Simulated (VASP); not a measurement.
# Al2O3 (P-3m1) in VASP: notebook, part 2 of 2

VASP 6.6.1.

## Step 3: Single point, PBEsol

Input file INCAR:

```
SYSTEM = Al2O3
PREC     = Accurate       ! precision mode
ENCUT    = 520            ! plane-wave cutoff, eV
EDIFF    = 1E-6           ! SCF threshold, eV
ISMEAR   = 0              ! smearing method
SIGMA    = 0.01           ! smearing width, eV
LREAL    = .FALSE.        ! projectors in reciprocal space
LASPH    = .TRUE.         ! aspherical terms in the spheres
NELM     = 100            ! most SCF steps
ALGO     = Normal         ! electronic algorithm
ISIF     = 2              ! what is computed and relaxed
LWAVE    = .FALSE.        ! write WAVECAR
LCHARG   = .FALSE.        ! write CHGCAR
GGA      = PS             ! functional
NBANDS   = 20             ! bands
```

Input file KPOINTS:

```
Automatic mesh
0
G
  12 12 4
  0 0 0
```

Input file POSCAR:

```
Al2O3
1.0
    3.0174825440      0.0000000000      0.0000000000
   -1.5087412720      2.6132165386      0.0000000000
    0.0000000000      0.0000000000      7.5746360022
Al O
2 3
Direct
    0.0000000000      0.0000000000      0.7220490000
    0.0000000000      0.0000000000      0.2779510000
    0.0000000000      0.0000000000      0.5000000000
    0.6666666667      0.3333333333      0.8005460000
    0.3333333333      0.6666666667      0.1994540000
```

Potentials or basis: VASP PAW PBE potentials, release 64 (Al, O).

The run is started by

```sh
$ cat potpaw_PBE.64/Al/POTCAR potpaw_PBE.64/O/POTCAR > POTCAR
$ mpirun -np 1 vasp_std > vasp.out
```

OUTCAR:

```text
SYSTEM = Al2O3
   PREC = Accurate
   ENCUT = 520
   EDIFF = 1E-6
   ISMEAR = 0
   LREAL = .FALSE.
   LASPH = .TRUE.
   NELM = 100
   ISIF = 2
   GGA = PS

 ion  position               nearest neighbor table
   1  0.000  0.000  0.722-   3 1.68   4 1.84   4 1.84   4 1.84   2 3.36
   2  0.000  0.000  0.278-   3 1.68   5 1.84   5 1.84   5 1.84   1 3.36
   3  0.000  0.000  0.500-   1 1.68   2 1.68
   4  0.667  0.333  0.801-   1 1.84   1 1.84   1 1.84
   5  0.333  0.667  0.199-   2 1.84   2 1.84   2 1.84

  LATTYP: Found a hexagonal cell.
 ALAT       =     3.0174825440
 C/A-ratio  =     2.5102501478

  Lattice vectors:

 A1 = (   3.0174825440,   0.0000000000,   0.0000000000)
 A2 = (  -1.5087412720,   2.6132165386,   0.0000000000)
 A3 = (   0.0000000000,   0.0000000000,   7.5746360022)

Analysis of symmetry for initial positions (statically):
=====================================================================
 Subroutine PRICEL returns:
 Original cell was already a primitive cell.

 Routine SETGRP: Setting up the symmetry group for a
 hexagonal supercell.

 Subroutine GETGRP returns: Found 12 space group operations
 (whereof 12 operations were pure point group operations)
 out of a pool of 24 trial point group operations.

The static configuration has the point symmetry D_3d.

Analysis of symmetry for dynamics (positions and initial velocities):
=====================================================================
 Subroutine PRICEL returns:
 Original cell was already a primitive cell.

 Routine SETGRP: Setting up the symmetry group for a
 hexagonal supercell.

 Subroutine GETGRP returns: Found 12 space group operations
 (whereof 12 operations were pure point group operations)
 out of a pool of 24 trial point group operations.

The dynamic configuration has the point symmetry D_3d.

 Subroutine INISYM returns: Found 12 space group operations
 (whereof 12 operations are pure point group operations),
 and found     1 'primitive' translations

----------------------------------------------------------------------------------------

                                     Primitive cell

  volume of cell :      59.7285

  direct lattice vectors                    reciprocal lattice vectors
     3.017482544  0.000000000  0.000000000     0.331402083  0.191335082  0.000000000
    -1.508741272  2.613216539  0.000000000     0.000000000  0.382670163  0.000000000
     0.000000000  0.000000000  7.574636002     0.000000000  0.000000000  0.132019545

  length of vectors
     3.017482544  3.017482544  7.574636002     0.382670163  0.382670163  0.132019545

  position of ions in fractional coordinates (direct lattice)
     0.000000000  0.000000000  0.722049000
     0.000000000  0.000000000  0.277951000
     0.000000000  0.000000000  0.500000000
     0.666666667  0.333333333  0.800546000
     0.333333333  0.666666667  0.199454000

  ion indices of the primitive-cell ions
   primitive index   ion index
                 1           1
                 2           2
                 3           3
                 4           4
                 5           5

----------------------------------------------------------------------------------------

 KPOINTS: Automatic mesh

Automatic generation of k-mesh.
 Grid dimensions read from file:
 generate k-points for:   12   12    4

 Generating k-lattice:

  Cartesian coordinates                     Fractional coordinates (reciprocal lattice)
     0.027616840  0.015944590  0.000000000     0.083333333  0.000000000  0.000000000
     0.000000000  0.031889180  0.000000000     0.000000000  0.083333333  0.000000000
     0.000000000  0.000000000  0.033004886     0.000000000  0.000000000  0.250000000

  Length of vectors
     0.031889180  0.031889180  0.033004886

  Shift w.r.t. Gamma in fractional coordinates (k-lattice)
     0.000000000  0.000000000  0.000000000

 Subroutine IBZKPT returns following result:
 ===========================================

 Found     69 irreducible k-points:

 Following reciprocal coordinates:
            Coordinates               Weight
  0.000000  0.000000  0.000000      1.000000
  0.083333  0.000000  0.000000      6.000000
  0.166667  0.000000  0.000000      6.000000
  0.250000  0.000000  0.000000      6.000000
  0.333333  0.000000  0.000000      6.000000
  0.416667  0.000000  0.000000      6.000000
[... 16 lines left out ...]
  0.166667  0.000000  0.250000      6.000000
  0.000000  0.166667  0.250000      6.000000
 [... further k-points ...]
   k-points           NKPTS =     69   k-points in BZ     NKDIM =     69   number of bands    NBANDS=     20
   number of dos      NEDOS =    301   number of ions     NIONS =      5
   total plane-waves  NPLWV =  32256
   dimension x,y,z NGX =    24 NGY =   24 NGZ =   56
   dimension x,y,z NGXF=    48 NGYF=   48 NGZF=  112
   ions per type =               2   3
   NGX,Y,Z   is equivalent  to a cutoff of  13.22, 13.22, 12.29 a.u.
   NGXF,Y,Z  is equivalent  to a cutoff of  26.45, 26.45, 24.58 a.u.
 SYSTEM =  Al2O3
   PREC   = accura    normal or accurate (medium, high low for compatibility)
   ISTART =      0    job   : 0-new  1-cont  2-samecut
   ICHARG =      2    charge: 1-file 2-atom 10-const
   ISPIN  =      1    spin polarized calculation?
   LNONCOLLINEAR =      F non collinear calculations
   LSORBIT =      F    spin-orbit coupling
   LASPH  =      T    aspherical Exc in radial PAW
   ENCUT  =  520.0 eV  38.22 Ry    6.18 a.u.   5.61  5.61 14.08*2*pi/ulx,y,z
   NELM   =    100;   NELMIN=  2; NELMDL= -5     # of ELM steps
   EDIFF  = 0.1E-05   stopping-criterion for ELM
   LREAL  =      F    real-space projection
   EDIFFG = 0.1E-04   stopping-criterion for IOM
   NSW    =      0    number of steps for IOM
   IBRION =     -1    ionic relax: 0-MD 1-quasi-New 2-CG
   NFREE  =      0    steps in history (QN), initial steepest desc. (CG)
   ISIF   =      2    stress and relaxation
   ISYM   =      2    0-nonsym 1-usesym 2-fastsym
   POTIM  = 0.5000    time-step for ionic-motion
   TEBEG  =    0.0;   TEEND  =   0.0 temperature during run
   PSTRESS=    0.0 pullay stress
   NELECT =      24.0000    total number of electrons
   NUPDOWN=      -1.0000    fix difference up-down
   EMIN   =  10.00;   EMAX   =-10.00  energy-range for DOS
   EFERMI =   0.00;   METHOD = LEGACY
   ISMEAR =     0;   SIGMA  =   0.01  broadening in eV -4-tet -1-fermi 0-gaus
   EFERMI_NEDOS =   21; number of points for ismear=-14 and -15
   IALGO  =     38    algorithm
   IMIX   =      4    mixing-type and parameters
     AMIX     =   0.40;   BMIX     =  1.00
     AMIX_MAG =   1.60;   BMIX_MAG =  1.00
  volume/ion in A,a.u.               =      11.95        80.61
  Fermi-wavevector in a.u.,A,eV,Ry     =   1.208049  2.282882 19.856107  1.459383
  Thomas-Fermi vector in A             =   2.343669
   LORBIT       =      0    0 simple, 1 ext, 2 COOP (PROOUT), +10 PAW based schemes
   GGA     = PS    functional components
   LHFCALC =     F    Hartree Fock is set to
   AEXX    =    0.0000 exact exchange contribution
   IVDW    =     0    specifies the selected vdW correction
   LEPSILON=     F    determine dielectric tensor
   LRPA    =     F    only Hartree local field effects (RPA)
 non-spin polarized calculation
 Gauss-broadening in eV      SIGMA  =   0.01
  energy-cutoff  :      520.00
  volume of cell :       59.73
 maximum number of plane-waves:      1632
 NGX is ok and might be reduce to    24
   NGX = 11   NGY = 11   NGZ = 29

 number of electron      24.0000012 magnetization

 Free energy of the ion-electron system (eV)
  ---------------------------------------------------
  ext. energy  EPLUGINS =         0.00000000
  ---------------------------------------------------
  free energy    TOTEN  =       -37.72807258 eV

  energy without entropy =      -37.72807258  energy(sigma->0) =      -37.72807258

 E-fermi :   3.8023     XC(G=0):  -9.9413

 val. band max:        3.7444633114   @ k =   0.0000   0.0000   0.0000
 cond. band min:       5.9389986567   @ k =   0.0000   0.0000   0.0000
 fundamental gap:      2.1945353453
 Fermi energy:         3.8023191814

 k-point     1 :       0.0000    0.0000    0.0000
  band No.  band energies     occupation
      1     -15.8025      2.00000
      2     -15.6057      2.00000
      3     -13.0416      2.00000
      4      -2.1391      2.00000
      5      -0.7758      2.00000
      6       0.0128      2.00000
[... 12 lines left out ...]
     19      15.6969      0.00000
[... 513 lines left out ...]
      4      -2.1705      2.00000
      5      -1.0455      2.00000
      6      -0.9095      2.00000
[... 12 lines left out ...]
     19      16.2280      0.00000
     20      16.2648      0.00000

 [... further k-points ...]
[... 5 lines left out ...]
  --------------------------------------------------------------------------------------
  -------------------------------------------------------------------------------------
  Total       -1.4657713     -1.4657713     -0.9766250      0.0000000      0.0000000      0.0000000
  in kB      -39.3183115    -39.3183115    -26.1972968      0.0000000      0.0000000      0.0000000
  external PRESSURE =     -34.9446399 kB  Pullay stress =       0.0000000 kB

 VOLUME and BASIS-vectors are now :
 -----------------------------------------------------------------------------
  energy-cutoff  :      520.00
  volume of cell :       59.73
      direct lattice vectors                 reciprocal lattice vectors
     3.017482544  0.000000000  0.000000000     0.331402083  0.191335082  0.000000000
    -1.508741272  2.613216539  0.000000000     0.000000000  0.382670163  0.000000000
     0.000000000  0.000000000  7.574636002     0.000000000  0.000000000  0.132019545

 POSITION                                       TOTAL-FORCE (eV/Angst)
 -----------------------------------------------------------------------------------
      0.00000      0.00000      5.46926         0.000000      0.000000     -0.091637
      0.00000      0.00000      2.10538        -0.000000     -0.000000      0.091637
      0.00000      0.00000      3.78732         0.000000      0.000000      0.000000
      1.50874      0.87107      6.06384        -0.000000      0.000000     -0.188150
     -0.00000      1.74214      1.51079         0.000000      0.000000      0.188150
 -----------------------------------------------------------------------------------
    total drift:                                0.000000      0.000000     -0.000000

  FREE ENERGIE OF THE ION-ELECTRON SYSTEM (eV)
  ---------------------------------------------------
  free  energy   TOTEN  =       -37.7280725814 eV

  energy  without entropy=      -37.7280725814  energy(sigma->0) =      -37.72807258
```

Run time: 98 s. Hardware: 1 thread of Intel Xeon 8259CL, shared host; peak memory 0.21 GiB.

What came out:

```
Free energy            : -37.7281 eV
Pressure               : -3.5 GPa
Largest force          : 0.188 eV/Å
Band gap on the k mesh : 2.19 eV
```

Forces in eV/Å, atoms in the order of the input:
```
Al   0.000  0.000 -0.092
Al   0.000  0.000  0.092
O    0.000  0.000  0.000
O    0.000  0.000 -0.188
O    0.000  0.000  0.188
```

Caveat: the cell stands under tension; the PAW data sets were made with another functional, which shifts forces and pressure a little. A k mesh can miss the band edges.

## Step 4: Single point, r2SCAN

This run uses another cell than the first one, of 11.74 Å³/atom.

Input file POSCAR:

```
Al2O3
1.0
    2.9858691170      0.0000000000      0.0000000000
   -1.4929345585      2.5858385077      0.0000000000
    0.0000000000      0.0000000000      7.6002988357
Al O
2 3
Direct
    0.0000000000      0.0000000000      0.7190870668
    0.0000000000      0.0000000000      0.2809129332
    0.0000000000      0.0000000000      0.5000000000
    0.6666666667      0.3333333333      0.7954713486
    0.3333333333      0.6666666667      0.2045286514
```

Input file INCAR.step1:

```
SYSTEM = Al2O3
ALGO = Normal ; EDIFF = 1E-4
ENCUT = 520 ; GGA = PE
ISMEAR = -1 ; LASPH = .TRUE.
LCHARG = .FALSE. ; LREAL = .FALSE.
LWAVE = .TRUE. ; NBANDS = 20
NELM = 60 ; PREC = Accurate
SIGMA = 0.05
```

Input file INCAR.step2:

```
SYSTEM = Al2O3
ALGO = Normal ; EDIFF = 1E-6
ENCUT = 520 ; ISIF = 2
ISMEAR = -1 ; ISTART = 1
LASPH = .TRUE. ; LCHARG = .TRUE.
LELF = .TRUE. ; LMIXTAU = .TRUE.
LREAL = .FALSE. ; LVHAR = .TRUE.
LWAVE = .FALSE. ; METAGGA = R2SCAN
NBANDS = 20 ; NELM = 60
PREC = Accurate ; SIGMA = 0.05
```

Input file KPOINTS:

```
k-points
0
G
  10 10 4
  0 0 0
```

Potentials or basis: VASP PAW PBE potentials, release 64 (Al, O).

The run is started by

```sh
$ cat potpaw_PBE.64/Al/POTCAR potpaw_PBE.64/O/POTCAR > POTCAR
$ cp INCAR.step1 INCAR
$ mpirun -np 1 vasp_std > vasp.out
$ cp INCAR.step2 INCAR
$ mpirun -np 1 vasp_std > vasp.out
```

OUTCAR:

```text
SYSTEM = Al2O3
   EDIFF = 1E-6
   ENCUT = 520
   ISIF = 2
   ISMEAR = -1
   ISTART = 1
   LASPH = .TRUE.
   LREAL = .FALSE.
   METAGGA = R2SCAN
   NELM = 60
   PREC = Accurate

 ion  position               nearest neighbor table
   1  0.000  0.000  0.719-   3 1.67   4 1.82   4 1.82   4 1.82   2 3.33
   2  0.000  0.000  0.281-   3 1.67   5 1.82   5 1.82   5 1.82   1 3.33
   3  0.000  0.000  0.500-   1 1.67   2 1.67
   4  0.667  0.333  0.795-   1 1.82   1 1.82   1 1.82
   5  0.333  0.667  0.205-   2 1.82   2 1.82   2 1.82

  LATTYP: Found a hexagonal cell.
 ALAT       =     2.9858691170
 C/A-ratio  =     2.5454226350

  Lattice vectors:

 A1 = (   2.9858691170,   0.0000000000,   0.0000000000)
 A2 = (  -1.4929345585,   2.5858385077,   0.0000000000)
 A3 = (   0.0000000000,   0.0000000000,   7.6002988357)

Analysis of symmetry for initial positions (statically):
=====================================================================
 Subroutine PRICEL returns:
 Original cell was already a primitive cell.

[... 169 lines left out ...]
  ext. energy  EPLUGINS =         0.00000000
  ---------------------------------------------------
  free energy    TOTEN  =       -46.64969770 eV

  energy without entropy =      -46.64969770  energy(sigma->0) =      -46.64969770

 E-fermi :   4.7541     XC(G=0): -10.1976

 val. band max:        3.6449705928   @ k =   0.0000   0.0000   0.0000
 cond. band min:       6.7836508822   @ k =   0.0000   0.0000   0.0000
 fundamental gap:      3.1386802893
 Fermi energy:         4.7541019615

 k-point     1 :       0.0000    0.0000    0.0000
  band No.  band energies     occupation
      1     -17.2249      2.00000
      2     -17.0494      2.00000
      3     -14.3049      2.00000
      4      -2.3801      2.00000
      5      -1.0630      2.00000
      6      -0.3234      2.00000
[... 541 lines left out ...]
     19      15.9604      0.00000
     20      18.0427      0.00000

 [... further k-points ...]
[... 5 lines left out ...]
  --------------------------------------------------------------------------------------
  -------------------------------------------------------------------------------------
  Total       -0.0767585     -0.0767585      0.1386380      0.0000000      0.0000000     -0.0000000
  in kB       -2.0957253     -2.0957253      3.7852111      0.0000000      0.0000000     -0.0000000
  external PRESSURE =      -0.1354132 kB  Pullay stress =       0.0000000 kB

 VOLUME and BASIS-vectors are now :
 -----------------------------------------------------------------------------
  energy-cutoff  :      520.00
  volume of cell :       58.68
      direct lattice vectors                 reciprocal lattice vectors
     2.985869117  0.000000000  0.000000000     0.334910862  0.193360876  0.000000000
    -1.492934559  2.585838508  0.000000000     0.000000000  0.386721753  0.000000000
     0.000000000  0.000000000  7.600298836     0.000000000  0.000000000  0.131573774

 POSITION                                       TOTAL-FORCE (eV/Angst)
 -----------------------------------------------------------------------------------
      0.00000      0.00000      5.46528         0.000000     -0.000000      0.085825
      0.00000      0.00000      2.13502        -0.000000      0.000000     -0.085825
      0.00000      0.00000      3.80015         0.000000      0.000000      0.000000
      1.49293      0.86195      6.04582        -0.000000      0.000000     -0.021825
     -0.00000      1.72389      1.55448         0.000000     -0.000000      0.021825
 -----------------------------------------------------------------------------------
    total drift:                                0.000000     -0.000000      0.000000

  FREE ENERGIE OF THE ION-ELECTRON SYSTEM (eV)
  ---------------------------------------------------
  free  energy   TOTEN  =       -46.6496976991 eV

  energy  without entropy=      -46.6496976991  energy(sigma->0) =      -46.64969770
```

OSZICAR.step1:

```text
N       E                     dE             d eps       ncg     rms          rms(c)
DAV:   1     0.106612875517E+03    0.10661E+03   -0.12544E+04  2000   0.109E+03
DAV:   2    -0.350237411560E+02   -0.14164E+03   -0.13681E+03  2488   0.243E+02
DAV:   3    -0.418186319974E+02   -0.67949E+01   -0.67749E+01  2532   0.560E+01
DAV:   4    -0.418704846552E+02   -0.51853E-01   -0.51842E-01  2548   0.547E+00
DAV:   5    -0.418711285670E+02   -0.64391E-03   -0.64390E-03  2464   0.580E-01    0.140E+01
DAV:   6    -0.362920541989E+02    0.55791E+01   -0.18400E+01  2256   0.294E+01    0.522E+00
DAV:   7    -0.362264361330E+02    0.65618E-01   -0.57135E-01  2444   0.539E+00    0.274E+00
DAV:   8    -0.361750158301E+02    0.51420E-01   -0.91483E-02  2640   0.273E+00    0.926E-01
DAV:   9    -0.361693856974E+02    0.56301E-02   -0.42489E-02  2716   0.188E+00    0.231E-01
DAV:  10    -0.361709034373E+02   -0.15177E-02   -0.62227E-03  2316   0.566E-01    0.156E-01
DAV:  11    -0.361713229124E+02   -0.41948E-03   -0.13150E-03  2276   0.237E-01    0.396E-02
DAV:  12    -0.361713074347E+02    0.15478E-04   -0.13549E-04  2116   0.101E-01
   1 F= -.36171307E+02 E0= -.36171307E+02  d E =-.230296E-10
```

It took 3.5 min on 1 thread of Intel Xeon 8259CL, shared host; peak memory 0.21 GiB.

What came out:

```yaml
Free_energy: -46.6497 eV
Pressure: 0.0 GPa
Largest_force: 0.086 eV/Å
Band_gap_on_the_k_mesh: 3.14 eV
```

Forces in eV/Å, atoms in the order of the input:
```
Al   0.000  0.000  0.086
Al   0.000  0.000 -0.086
O    0.000  0.000  0.000
O    0.000  0.000 -0.022
O    0.000  0.000  0.022
```

Levels at points of the mesh, in eV from the valence-band top:
```tsv
k point	band 9	band 10	band 11	band 12	band 13	band 14	band 15	band 16
(0.00, 0.00, 0.00)	-3.96	-2.55	0.00	0.00	3.14	5.23	8.17	11.31
(0.50, 0.00, 0.00)	-3.67	-3.35	-1.87	-0.52	5.38	7.09	9.12	10.04
(0.00, 0.00, 0.50)	-3.92	-3.23	0.00	0.00	4.04	4.24	9.17	9.46
(0.50, 0.00, 0.50)	-3.58	-3.55	-1.81	-0.52	5.86	6.42	9.22	9.49
```

Caveat: the PAW data sets were made with another functional, which shifts forces and pressure a little.

## Step 5: The runs side by side

| level | potentials or basis | cell | k mesh | smearing | gap on the mesh (eV) | pressure (GPa) | largest force (eV/Å) |
| --- | --- | --- | --- | --- | --- | --- | --- |
| LDA | VASP PAW LDA potentials, release 64 (Al, O) | a = 3.017, b = 3.017, c = 7.575 Å, angles 90.0, 90.0, 120.0°, 5 atoms, atomic positions A | 12 × 12 × 4 | gaussian 0.01 eV | 2.19 | -7.6 | 0.43 |
| PBEsol | VASP PAW PBE potentials, release 64 (Al, O) | a = 3.017, b = 3.017, c = 7.575 Å, angles 90.0, 90.0, 120.0°, 5 atoms, atomic positions A | 12 × 12 × 4 | gaussian 0.01 eV | 2.19 | -3.5 | 0.19 |
| r2SCAN | VASP PAW PBE potentials, release 64 (Al, O) | a = 2.986, b = 2.986, c = 7.600 Å, angles 90.0, 90.0, 120.0°, 5 atoms, atomic positions B | 10 × 10 × 4 | fermi-dirac 0.05 eV | 3.14 | 0.0 | 0.09 |

Alike in all rows: task single point; no spin polarisation; cutoff (eV) 520.

Caveats: the cell stands under tension (at least some runs); the PAW data sets were made with another functional, which shifts forces and pressure a little (at least some runs).

Absolute energies hang on the potentials; compare differences alone.
